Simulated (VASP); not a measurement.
# HfO2 (fluorite type) (Fm-3m) in VASP: further runs

The runs below take HfO2 (fluorite type) through single point, relaxation of cell and atoms, with PBE.

Program: VASP 6.6.1. These are calculated values, not measurements. Logs are shortened: lines on timing, memory, paths and dates and some standing lists are left out, and cuts for length are marked.

### 1 The cell of the first run

It takes space group Fm-3m (No. 225, cubic). Conventional cell: a = 5.097 Å, b = 5.097 Å, c = 5.097 Å, α = 90.00°, β = 90.00°, γ = 90.00°. Hf (site symmetry m-3m) has 8 O at 2.21 Å within 2.9 Å. Within 2.9 Å of O (site symmetry -43m) lie 4 Hf at 2.21 Å and 6 O at 2.55 Å.

### 2 Single point, PBE

The input, INCAR:

```
SYSTEM = HfO2
ALGO = Normal ; EDIFF = 1E-7
ENCUT = 520 ; GGA = PE
ISIF = 2 ; ISMEAR = -1
LASPH = .True. ; LCHARG = .True.
LELF = .True. ; LREAL = .False.
LVHAR = .True. ; LWAVE = .False.
NBANDS = 18 ; NELM = 80
PREC = Accurate ; SIGMA = 0.1
```

The input, KPOINTS:

```
k-points
0
Gamma
  11 11 11
  0 0 0
```

The input, POSCAR:

```
HfO2
1.0
    0.0000000000      2.5487320004      2.5487320004
    2.5487320004      0.0000000000      2.5487320004
    2.5487320004      2.5487320004      0.0000000000
Hf O
1 2
Direct
    0.0000000000      0.0000000000      0.0000000000
    0.2500000000      0.2500000000      0.2500000000
    0.7500000000      0.7500000000      0.7500000000
```

Potentials or basis: VASP PAW PBE potentials, release 64 (Hf_pv, O).

Run with:

```
$ cat potpaw_PBE.64/Hf_pv/POTCAR potpaw_PBE.64/O/POTCAR > POTCAR
$ mpirun -np 1 vasp_std > vasp.out
```

OUTCAR:

```text
SYSTEM = HfO2
   EDIFF = 1E-7
   ENCUT = 520
   GGA = PE
   ISIF = 2
   ISMEAR = -1
   LASPH = .True.
   LREAL = .False.
   NELM = 80
   PREC = Accurate

 ion  position               nearest neighbor table
   1  0.000  0.000  0.000-   3 2.21   3 2.21   3 2.21   2 2.21   3 2.21   2 2.21   2 2.21   2 2.21

   2  0.250  0.250  0.250-   1 2.21   1 2.21   1 2.21   1 2.21
   3  0.750  0.750  0.750-   1 2.21   1 2.21   1 2.21   1 2.21

  LATTYP: Found a face centered cubic cell.
 ALAT       =     5.0974640008

  Lattice vectors:

 A1 = (   0.0000000000,   2.5487320004,   2.5487320004)
 A2 = (   2.5487320004,   0.0000000000,   2.5487320004)
 A3 = (   2.5487320004,   2.5487320004,   0.0000000000)

Analysis of symmetry for initial positions (statically):
=====================================================================
 Subroutine PRICEL returns:
 Original cell was already a primitive cell.

 Routine SETGRP: Setting up the symmetry group for a
 face centered cubic supercell.

 Subroutine GETGRP returns: Found 48 space group operations
 (whereof 48 operations were pure point group operations)
 out of a pool of 48 trial point group operations.

The static configuration has the point symmetry O_h .

Analysis of symmetry for dynamics (positions and initial velocities):
=====================================================================
 Subroutine PRICEL returns:
 Original cell was already a primitive cell.

 Routine SETGRP: Setting up the symmetry group for a
 face centered cubic supercell.

 Subroutine GETGRP returns: Found 48 space group operations
 (whereof 48 operations were pure point group operations)
 out of a pool of 48 trial point group operations.

The dynamic configuration has the point symmetry O_h .

 Subroutine INISYM returns: Found 48 space group operations
 (whereof 48 operations are pure point group operations),
 and found     1 'primitive' translations

----------------------------------------------------------------------------------------

                                     Primitive cell

  volume of cell :      33.1133

  direct lattice vectors                    reciprocal lattice vectors
     0.000000000  2.548732000  2.548732000    -0.196175981  0.196175981  0.196175981
     2.548732000  0.000000000  2.548732000     0.196175981 -0.196175981  0.196175981
     2.548732000  2.548732000  0.000000000     0.196175981  0.196175981 -0.196175981

  length of vectors
     3.604451362  3.604451362  3.604451362     0.339786766  0.339786766  0.339786766

  position of ions in fractional coordinates (direct lattice)
     0.000000000  0.000000000  0.000000000
     0.250000000  0.250000000  0.250000000
     0.750000000  0.750000000  0.750000000

  ion indices of the primitive-cell ions
   primitive index   ion index
                 1           1
                 2           2
                 3           3

----------------------------------------------------------------------------------------

 KPOINTS: k-points

Automatic generation of k-mesh.
 Grid dimensions read from file:
 generate k-points for:   11   11   11

 Generating k-lattice:

  Cartesian coordinates                     Fractional coordinates (reciprocal lattice)
    -0.017834180  0.017834180  0.017834180     0.090909091  0.000000000  0.000000000
     0.017834180 -0.017834180  0.017834180     0.000000000  0.090909091  0.000000000
     0.017834180  0.017834180 -0.017834180     0.000000000  0.000000000  0.090909091

  Length of vectors
     0.030889706  0.030889706  0.030889706

  Shift w.r.t. Gamma in fractional coordinates (k-lattice)
     0.000000000  0.000000000  0.000000000

 Subroutine IBZKPT returns following result:
 ===========================================

 Found     56 irreducible k-points:

 Following reciprocal coordinates:
            Coordinates               Weight
  0.000000  0.000000  0.000000      1.000000
  0.090909  0.000000  0.000000      8.000000
  0.181818  0.000000  0.000000      8.000000
  0.272727  0.000000  0.000000      8.000000
  0.363636  0.000000  0.000000      8.000000
  0.454545  0.000000  0.000000      8.000000
[... 16 lines left out ...]
 -0.272727  0.181818  0.000000     24.000000
 -0.181818  0.181818  0.000000     12.000000
 [... further k-points ...]
   k-points           NKPTS =     56   k-points in BZ     NKDIM =     56   number of bands    NBANDS=     18
   number of dos      NEDOS =    301   number of ions     NIONS =      3
   total plane-waves  NPLWV =  21952
   dimension x,y,z NGX =    28 NGY =   28 NGZ =   28
   dimension x,y,z NGXF=    56 NGYF=   56 NGZF=   56
   ions per type =               1   2
   NGX,Y,Z   is equivalent  to a cutoff of  12.91, 12.91, 12.91 a.u.
   NGXF,Y,Z  is equivalent  to a cutoff of  25.83, 25.83, 25.83 a.u.
 SYSTEM =  HfO2
   PREC   = accura    normal or accurate (medium, high low for compatibility)
   ISTART =      0    job   : 0-new  1-cont  2-samecut
   ICHARG =      2    charge: 1-file 2-atom 10-const
   ISPIN  =      1    spin polarized calculation?
   LNONCOLLINEAR =      F non collinear calculations
   LSORBIT =      F    spin-orbit coupling
   LASPH  =      T    aspherical Exc in radial PAW
   ENCUT  =  520.0 eV  38.22 Ry    6.18 a.u.   6.70  6.70  6.70*2*pi/ulx,y,z
   NELM   =     80;   NELMIN=  2; NELMDL= -5     # of ELM steps
   EDIFF  = 0.1E-06   stopping-criterion for ELM
   LREAL  =      F    real-space projection
   EDIFFG = 0.1E-05   stopping-criterion for IOM
   NSW    =      0    number of steps for IOM
   IBRION =     -1    ionic relax: 0-MD 1-quasi-New 2-CG
   NFREE  =      0    steps in history (QN), initial steepest desc. (CG)
   ISIF   =      2    stress and relaxation
   ISYM   =      2    0-nonsym 1-usesym 2-fastsym
   POTIM  = 0.5000    time-step for ionic-motion
   TEBEG  =    0.0;   TEEND  =   0.0 temperature during run
   PSTRESS=    0.0 pullay stress
   NELECT =      22.0000    total number of electrons
   NUPDOWN=      -1.0000    fix difference up-down
   EMIN   =  10.00;   EMAX   =-10.00  energy-range for DOS
   EFERMI =   0.00;   METHOD = LEGACY
   ISMEAR =    -1;   SIGMA  =   0.10  broadening in eV -4-tet -1-fermi 0-gaus
   EFERMI_NEDOS =   21; number of points for ismear=-14 and -15
   IALGO  =     38    algorithm
   IMIX   =      4    mixing-type and parameters
     AMIX     =   0.40;   BMIX     =  1.00
     AMIX_MAG =   1.60;   BMIX_MAG =  1.00
  volume/ion in A,a.u.               =      11.04        74.49
  Fermi-wavevector in a.u.,A,eV,Ry     =   1.428504  2.699482 27.764383  2.040625
  Thomas-Fermi vector in A             =   2.548559
   LORBIT       =      0    0 simple, 1 ext, 2 COOP (PROOUT), +10 PAW based schemes
   GGA     = PE    functional components
   LHFCALC =     F    Hartree Fock is set to
   AEXX    =    0.0000 exact exchange contribution
   IVDW    =     0    specifies the selected vdW correction
   LEPSILON=     F    determine dielectric tensor
   LRPA    =     F    only Hartree local field effects (RPA)
 non-spin polarized calculation
  energy-cutoff  :      520.00
  volume of cell :       33.11
 maximum number of plane-waves:       911
   NGX = 13   NGY = 13   NGZ = 13

 number of electron      21.9999992 magnetization

 Free energy of the ion-electron system (eV)
  ---------------------------------------------------
  ext. energy  EPLUGINS =         0.00000000
  ---------------------------------------------------
  free energy    TOTEN  =       -30.24340182 eV

  energy without entropy =      -30.24340182  energy(sigma->0) =      -30.24340182

 E-fermi :   6.0552     XC(G=0): -11.7520

 val. band max:        4.1086632993   @ k =  -0.4545   0.4545   0.0000
 cond. band min:       7.9375837262   @ k =   0.4545   0.4545   0.0000
 fundamental gap:      3.8289204269
 Fermi energy:         6.0551507977

 k-point     1 :       0.0000    0.0000    0.0000
  band No.  band energies     occupation
      1     -25.6211      2.00000
      2     -25.6211      2.00000
      3     -25.6211      2.00000
      4     -14.4904      2.00000
      5     -11.5377      2.00000
      6      -1.1024      2.00000
[... 10 lines left out ...]
     17      14.3601      0.00000
     18      17.5366      0.00000

 k-point     2 :       0.0909    0.0000    0.0000
  band No.  band energies     occupation
      1     -25.6550      2.00000
      2     -25.6248      2.00000
      3     -25.6248      2.00000
      4     -14.3821      2.00000
      5     -11.6281      2.00000
      6      -1.0229      2.00000
[... 10 lines left out ...]
     17      14.2162      0.00000
     18      17.5256      0.00000

 k-point     3 :       0.1818    0.0000    0.0000
  band No.  band energies     occupation
      1     -25.7439      2.00000
      2     -25.6347      2.00000
      3     -25.6347      2.00000
      4     -14.0922      2.00000
      5     -11.8493      2.00000
      6      -0.8056      2.00000
[... 10 lines left out ...]
     17      13.8891      0.00000
     18      17.2020      0.00000

 k-point     4 :       0.2727    0.0000    0.0000
  band No.  band energies     occupation
      1     -25.8563      2.00000
      2     -25.6476      2.00000
      3     -25.6476      2.00000
      4     -13.7226      2.00000
      5     -12.0885      2.00000
      6      -0.5153      2.00000
[... 375 lines left out ...]
      4     -13.0656      2.00000
      5     -12.3857      2.00000
      6      -0.6322      2.00000
[... 10 lines left out ...]
     17      14.6910      0.00000
     18      16.7394      0.00000

 k-point    23 :      -0.2727    0.1818    0.0000
  band No.  band energies     occupation
      1     -25.9105      2.00000
      2     -25.7439      2.00000
      3     -25.6600      2.00000
      4     -13.2459      2.00000
      5     -12.3442      2.00000
      6      -0.6704      2.00000
[... 10 lines left out ...]
     17      14.4675      0.00000
     18      16.7953      0.00000

 k-point    24 :      -0.1818    0.1818    0.0000
  band No.  band energies     occupation
      1     -25.8478      2.00000
      2     -25.7059      2.00000
      3     -25.6456      2.00000
      4     -13.5670      2.00000
      5     -12.1861      2.00000
      6      -0.7258      2.00000
[... 10 lines left out ...]
     17      13.8628      0.00000
     18      17.0123      0.00000

 [... further k-points ...]

------------------------ aborting loop because EDIFF is reached ----------------------------------------

  FORCE on cell =-STRESS in cart. coord.  units (eV):
  Direction    XX          YY          ZZ          XY          YZ          ZX
  --------------------------------------------------------------------------------------
  -------------------------------------------------------------------------------------
  Total       -0.7467218     -0.7467218     -0.7467218     -0.0000000      0.0000000      0.0000000
  in kB      -36.1299133    -36.1299133    -36.1299133     -0.0000000      0.0000000      0.0000000
  external PRESSURE =     -36.1299133 kB  Pullay stress =       0.0000000 kB

 VOLUME and BASIS-vectors are now :
 -----------------------------------------------------------------------------
  energy-cutoff  :      520.00
  volume of cell :       33.11
      direct lattice vectors                 reciprocal lattice vectors
     0.000000000  2.548732000  2.548732000    -0.196175981  0.196175981  0.196175981
     2.548732000  0.000000000  2.548732000     0.196175981 -0.196175981  0.196175981
     2.548732000  2.548732000  0.000000000     0.196175981  0.196175981 -0.196175981

 POSITION                                       TOTAL-FORCE (eV/Angst)
 -----------------------------------------------------------------------------------
      0.00000      0.00000      0.00000         0.000000     -0.000000      0.000000
      1.27437      1.27437      1.27437         0.000000      0.000000      0.000000
      3.82310      3.82310      3.82310        -0.000000     -0.000000     -0.000000
 -----------------------------------------------------------------------------------
    total drift:                                0.000000      0.000000      0.000000

  FREE ENERGIE OF THE ION-ELECTRON SYSTEM (eV)
  ---------------------------------------------------
  free  energy   TOTEN  =       -30.2434018163 eV

  energy  without entropy=      -30.2434018154  energy(sigma->0) =      -30.24340182
```

It took 46 s on 1 thread of Intel Xeon Platinum 8259CL at 2.50GHz (Skylake/Cascade Lake), shared host; peak memory 0.17 GiB.

Results:

```
Free energy            : -30.2434 eV
Pressure               : -3.6 GPa
Band gap on the k mesh : 3.83 eV, indirect (least direct gap 3.91 eV)
```

Caveat: spin-orbit coupling is left out, which moves the levels of the heavy elements.

### 3 Single point, PBE

The input, INCAR:

```
ALGO = Normal
EDIFF = 1E-6
ENCUT = 520
GGA = PE
ISIF = 2
ISMEAR = -1
LASPH = T
LCHARG = T
LELF = T
LREAL = F
LVHAR = T
LWAVE = F
NBANDS = 18
NELM = 60
PREC = Accurate
SIGMA = 0.1
```

The input, KPOINTS:

```
k-points
0
Gamma
  11 11 11
```

POSCAR is that of step 2.

Potentials or basis: VASP PAW PBE potentials, release 64 (Hf_pv, O).

Run with:

```
$ cat potpaw_PBE.64/Hf_pv/POTCAR potpaw_PBE.64/O/POTCAR > POTCAR
$ mpirun -np 1 vasp_std > vasp.out
```

Run time: 51 s. Hardware: 1 thread of Intel Xeon Platinum 8259CL at 2.50GHz (Skylake/Cascade Lake), shared host; peak memory 0.18 GiB.

Results (log left out):

| Item | Value |
| --- | --- |
| Free energy | -30.2434 eV |
| Pressure | -3.6 GPa |
| Band gap on the k mesh | 3.83 eV, indirect (least direct gap 3.91 eV) |

Levels at points of the mesh, in eV from the valence-band top:
```tsv
k point	band 8	band 9	band 10	band 11	band 12	band 13	band 14	band 15
(0.00, 0.00, 0.00)	-5.21	-0.57	-0.57	-0.57	3.87	3.87	5.74	10.25
```

Caveat: spin-orbit coupling is left out, which moves the levels of the heavy elements. A k mesh can miss the band edges.

(Part 1 of 2 ends here.)
